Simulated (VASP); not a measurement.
# Zn (P6_3/mmc) in VASP: a series of runs, part 2 of 3

VASP 6.6.1. Earlier steps stand in the parts before.

### Step 3. Single point, PBE (zz strain of -3 %)

The input, INCAR:

```
  PREC = Accurate
  ENCUT = 520
  EDIFF = 1E-6
  ISMEAR = -1
  SIGMA = 0.03
  LREAL = F
  LASPH = T
  NELM = 60
  ALGO = Normal
  ISIF = 2
  LWAVE = F
  LCHARG = F
  GGA = PE
  NBANDS = 19
```

The input, KPOINTS:

```
regular mesh
0
Gamma
  18 18 8
```

The input, POSCAR:

```
Zn
1.0
    2.6647980532      0.0000000000      0.0000000000
   -1.3323990266      2.3077828100      0.0000000000
    0.0000000000      0.0000000000      4.7982990000
Zn
2
Direct
    0.3333333333      0.6666666667      0.2500000000
    0.6666666667      0.3333333333      0.7500000000
```

Potentials or basis: VASP PAW PBE potentials, release 64 (Zn).

Started as:

```bash
> cat potpaw_PBE.64/Zn/POTCAR > POTCAR
> mpirun -np 1 vasp_std > vasp.out
```

OUTCAR:

```text
PREC = Accurate
   ENCUT = 520
   EDIFF = 1E-6
   ISMEAR = -1
   LREAL = F
   LASPH = T
   NELM = 60
   ISIF = 2
   GGA = PE

 ion  position               nearest neighbor table
   1  0.333  0.667  0.250-   2 2.85   2 2.85   2 2.85   2 2.85   2 2.85   2 2.85
   2  0.667  0.333  0.750-   1 2.85   1 2.85   1 2.85   1 2.85   1 2.85   1 2.85

  LATTYP: Found a hexagonal cell.
 ALAT       =     2.6647980532
 C/A-ratio  =     1.8006238763

  Lattice vectors:

 A1 = (   2.6647980532,   0.0000000000,   0.0000000000)
 A2 = (  -1.3323990266,   2.3077828100,   0.0000000000)
 A3 = (   0.0000000000,   0.0000000000,   4.7982990000)

Analysis of symmetry for initial positions (statically):
=====================================================================
 Subroutine PRICEL returns:
 Original cell was already a primitive cell.

 Routine SETGRP: Setting up the symmetry group for a
 hexagonal supercell.

 Subroutine GETGRP returns: Found 24 space group operations
 (whereof 12 operations were pure point group operations)
 out of a pool of 24 trial point group operations.

The static configuration has the point symmetry D_3d.
 The point group associated with its full space group is D_6h.

Analysis of symmetry for dynamics (positions and initial velocities):
=====================================================================
 Subroutine PRICEL returns:
 Original cell was already a primitive cell.

 Routine SETGRP: Setting up the symmetry group for a
 hexagonal supercell.

 Subroutine GETGRP returns: Found 24 space group operations
 (whereof 12 operations were pure point group operations)
 out of a pool of 24 trial point group operations.

The dynamic configuration has the point symmetry D_3d.
 The point group associated with its full space group is D_6h.

 Subroutine INISYM returns: Found 24 space group operations
 (whereof 12 operations are pure point group operations),
 and found     1 'primitive' translations

----------------------------------------------------------------------------------------

                                     Primitive cell

  volume of cell :      29.5085

  direct lattice vectors                    reciprocal lattice vectors
     2.664798053  0.000000000  0.000000000     0.375262958  0.216658170  0.000000000
    -1.332399027  2.307782810  0.000000000     0.000000000  0.433316340  0.000000000
     0.000000000  0.000000000  4.798299000     0.000000000  0.000000000  0.208407188

  length of vectors
     2.664798053  2.664798053  4.798299000     0.433316340  0.433316340  0.208407188

  position of ions in fractional coordinates (direct lattice)
     0.333333333  0.666666667  0.250000000
     0.666666667  0.333333333  0.750000000

  ion indices of the primitive-cell ions
   primitive index   ion index
                 1           1
                 2           2

----------------------------------------------------------------------------------------

 KPOINTS: regular mesh

Automatic generation of k-mesh.
 Grid dimensions read from file:
 generate k-points for:   18   18    8

 Generating k-lattice:

  Cartesian coordinates                     Fractional coordinates (reciprocal lattice)
     0.020847942  0.012036565  0.000000000     0.055555556  0.000000000  0.000000000
     0.000000000  0.024073130  0.000000000     0.000000000  0.055555556  0.000000000
     0.000000000  0.000000000  0.026050898     0.000000000  0.000000000  0.125000000

  Length of vectors
     0.024073130  0.024073130  0.026050898

  Shift w.r.t. Gamma in fractional coordinates (k-lattice)
     0.000000000  0.000000000  0.000000000

 Subroutine IBZKPT returns following result:
 ===========================================

 Found    185 irreducible k-points:

 Following reciprocal coordinates:
            Coordinates               Weight
  0.000000  0.000000  0.000000      1.000000
  0.055556  0.000000  0.000000      6.000000
  0.111111  0.000000  0.000000      6.000000
  0.166667  0.000000  0.000000      6.000000
  0.222222  0.000000  0.000000      6.000000
  0.277778  0.000000  0.000000      6.000000
[... 16 lines left out ...]
  0.333333  0.111111  0.000000     12.000000
  0.388889  0.111111  0.000000     12.000000
 [... further k-points ...]
   k-points           NKPTS =    185   k-points in BZ     NKDIM =    185   number of bands    NBANDS=     19
   number of dos      NEDOS =    301   number of ions     NIONS =      2
   total plane-waves  NPLWV =  14400
   dimension x,y,z NGX =    20 NGY =   20 NGZ =   36
   dimension x,y,z NGXF=    40 NGYF=   40 NGZF=   72
   ions per type =               2
   NGX,Y,Z   is equivalent  to a cutoff of  12.48, 12.48, 12.47 a.u.
   NGXF,Y,Z  is equivalent  to a cutoff of  24.95, 24.95, 24.95 a.u.
 SYSTEM =  unknown system
   PREC   = accura    normal or accurate (medium, high low for compatibility)
   ISTART =      0    job   : 0-new  1-cont  2-samecut
   ICHARG =      2    charge: 1-file 2-atom 10-const
   ISPIN  =      1    spin polarized calculation?
   LNONCOLLINEAR =      F non collinear calculations
   LSORBIT =      F    spin-orbit coupling
   LASPH  =      T    aspherical Exc in radial PAW
   ENCUT  =  520.0 eV  38.22 Ry    6.18 a.u.   4.95  4.95  8.92*2*pi/ulx,y,z
   NELM   =     60;   NELMIN=  2; NELMDL= -5     # of ELM steps
   EDIFF  = 0.1E-05   stopping-criterion for ELM
   LREAL  =      F    real-space projection
   EDIFFG = 0.1E-04   stopping-criterion for IOM
   NSW    =      0    number of steps for IOM
   IBRION =     -1    ionic relax: 0-MD 1-quasi-New 2-CG
   NFREE  =      0    steps in history (QN), initial steepest desc. (CG)
   ISIF   =      2    stress and relaxation
   ISYM   =      2    0-nonsym 1-usesym 2-fastsym
   POTIM  = 0.5000    time-step for ionic-motion
   TEBEG  =    0.0;   TEEND  =   0.0 temperature during run
   PSTRESS=    0.0 pullay stress
   NELECT =      24.0000    total number of electrons
   NUPDOWN=      -1.0000    fix difference up-down
   EMIN   =  10.00;   EMAX   =-10.00  energy-range for DOS
   EFERMI =   0.00;   METHOD = LEGACY
   ISMEAR =    -1;   SIGMA  =   0.03  broadening in eV -4-tet -1-fermi 0-gaus
   EFERMI_NEDOS =   21; number of points for ismear=-14 and -15
   IALGO  =     38    algorithm
   IMIX   =      4    mixing-type and parameters
     AMIX     =   0.40;   BMIX     =  1.00
     AMIX_MAG =   1.60;   BMIX_MAG =  1.00
  volume/ion in A,a.u.               =      14.75        99.57
  Fermi-wavevector in a.u.,A,eV,Ry     =   1.528140  2.887765 31.772475  2.335211
  Thomas-Fermi vector in A             =   2.635939
   LORBIT       =      0    0 simple, 1 ext, 2 COOP (PROOUT), +10 PAW based schemes
   GGA     = PE    functional components
   LHFCALC =     F    Hartree Fock is set to
   AEXX    =    0.0000 exact exchange contribution
   IVDW    =     0    specifies the selected vdW correction
   LEPSILON=     F    determine dielectric tensor
   LRPA    =     F    only Hartree local field effects (RPA)
 non-spin polarized calculation
  energy-cutoff  :      520.00
  volume of cell :       29.51
 maximum number of plane-waves:       822
 NGX is ok and might be reduce to    20
   NGX =  9   NGY =  9   NGZ = 17

 number of electron      24.0000027 magnetization

 Free energy of the ion-electron system (eV)
  ---------------------------------------------------
  ext. energy  EPLUGINS =         0.00000000
  ---------------------------------------------------
  free energy    TOTEN  =        -2.20526252 eV

  energy without entropy =       -2.20387977  energy(sigma->0) =       -2.20457115

 E-fermi :   3.4413     XC(G=0): -11.7177

 val. band max:        3.4309912629   @ k =   0.2222   0.0000   0.1250
 cond. band min:       3.4756925575   @ k =   0.3333   0.3333   0.2500
 fundamental gap:      0.0447012945
 Fermi energy:         3.4412584150

 k-point     1 :       0.0000    0.0000    0.0000
  band No.  band energies     occupation
      1      -7.3058      2.00000
      2      -5.3499      2.00000
      3      -4.6156      2.00000
      4      -4.4149      2.00000
      5      -4.4149      2.00000
      6      -4.3537      2.00000
[... 11 lines left out ...]
     18      22.2457      0.00000
     19      22.2457      0.00000
[... 485 lines left out ...]
 k-point    24 :       0.3889    0.1111    0.0000
  band No.  band energies     occupation
      1      -5.0615      2.00000
      2      -4.9603      2.00000
      3      -4.9010      2.00000
      4      -4.4012      2.00000
      5      -4.3241      2.00000
      6      -4.2742      2.00000
[... 11 lines left out ...]
     18      16.6128      0.00000
     19      17.7548      0.00000

 [... further k-points ...]

------------------------ aborting loop because EDIFF is reached ----------------------------------------

  FORCE on cell =-STRESS in cart. coord.  units (eV):
  Direction    XX          YY          ZZ          XY          YZ          ZX
  --------------------------------------------------------------------------------------
  -------------------------------------------------------------------------------------
  Total        0.2197107      0.2197107      0.6214221      0.0000000     -0.0000000      0.0000000
  in kB       11.9293075     11.9293075     33.7404408      0.0000000     -0.0000000      0.0000000
  external PRESSURE =      19.1996853 kB  Pullay stress =       0.0000000 kB

 VOLUME and BASIS-vectors are now :
 -----------------------------------------------------------------------------
  energy-cutoff  :      520.00
  volume of cell :       29.51
      direct lattice vectors                 reciprocal lattice vectors
     2.664798053  0.000000000  0.000000000     0.375262958  0.216658170  0.000000000
    -1.332399027  2.307782810  0.000000000     0.000000000  0.433316340  0.000000000
     0.000000000  0.000000000  4.798299000     0.000000000  0.000000000  0.208407188

 POSITION                                       TOTAL-FORCE (eV/Angst)
 -----------------------------------------------------------------------------------
     -0.00000      1.53852      1.19957         0.000000      0.000000      0.000000
      1.33240      0.76926      3.59872        -0.000000     -0.000000      0.000000
 -----------------------------------------------------------------------------------
    total drift:                               -0.000000      0.000000      0.000000

  FREE ENERGIE OF THE ION-ELECTRON SYSTEM (eV)
  ---------------------------------------------------
  free  energy   TOTEN  =        -2.2052625204 eV

  energy  without entropy=       -2.2038797738  energy(sigma->0) =       -2.20457115
```

Wall time 74 s (1 thread of Intel Xeon 8259CL, shared host); peak memory 0.2 GiB.

Results:

| Quantity | Value |
| --- | --- |
| Free energy | -2.2053 eV |
| Pressure | 1.9 GPa |
| Band gap on the k mesh | zero (bands 12 and 13 overlap by 4.11 eV) |

Stress tensor (GPa, compression positive):
```
1.19 0.00 0.00
0.00 1.19 0.00
0.00 0.00 3.37
```

Caveat: the cell differs from its parent crystal (zz strain of -3 %).

### Step 4. Single point, PBE (equal xx and yy strain of -1 %)

The input, INCAR:

```
ALGO = Normal
EDIFF = 1E-6
ENCUT = 520
GGA = PE
ISIF = 2
ISMEAR = -1
LASPH = True
LCHARG = False
LREAL = False
LWAVE = False
NBANDS = 19
NELM = 80
PREC = Accurate
SIGMA = 0.03
```

The input, KPOINTS:

```
k-points
0
Gamma
  18 18 8
```

The input, POSCAR:

```
Zn
1.0
    2.6381500727      0.0000000000      0.0000000000
   -1.3190750363      2.2847049819      0.0000000000
    0.0000000000      0.0000000000      4.9467000000
Zn
2
Direct
    0.3333333333      0.6666666667      0.2500000000
    0.6666666667      0.3333333333      0.7500000000
```

Started as:

```bash
> cat potpaw_PBE.64/Zn/POTCAR > POTCAR
> mpirun -np 1 vasp_std > vasp.out
```

It took 75 s on 1 thread of Intel Xeon 8259CL, shared host; peak memory 0.2 GiB.

The run converged. Its results:

```yaml
Free_energy: -2.2131 eV
Pressure: 1.7 GPa
Band_gap_on_the_k_mesh: zero (bands 12 and 13 overlap by 4.82 eV)
```

Stress tensor (GPa, compression positive):
```
1.57 0.00 0.00
0.00 1.57 0.00
0.00 0.00 2.04
```

Levels at points of the mesh, in eV from the Fermi level:
```csv
k point,band 8,band 9,band 10,band 11,band 12,band 13,band 14,band 15,band 16,band 17
"(0.00, 0.00, 0.00)",-7.50,-7.50,-7.30,-7.30,-3.94,-3.31,13.30,17.02,17.74,17.74
"(0.50, 0.00, 0.00)",-7.32,-7.11,-7.09,-3.03,-2.29,2.45,3.40,3.99,5.57,10.25
"(0.00, 0.00, 0.50)",-7.87,-7.38,-7.38,-7.38,-7.38,4.30,4.30,19.03,19.03,19.03
"(0.50, 0.00, 0.50)",-7.33,-7.09,-7.09,-2.08,-2.08,0.04,0.04,9.97,9.97,12.06
```

Caveat: the cell differs from its parent crystal (equal xx and yy strain of -1 %).

[end of part 2 of 3]

The gap in the log of VASP goes by the Fermi energy; the results here count the filled bands.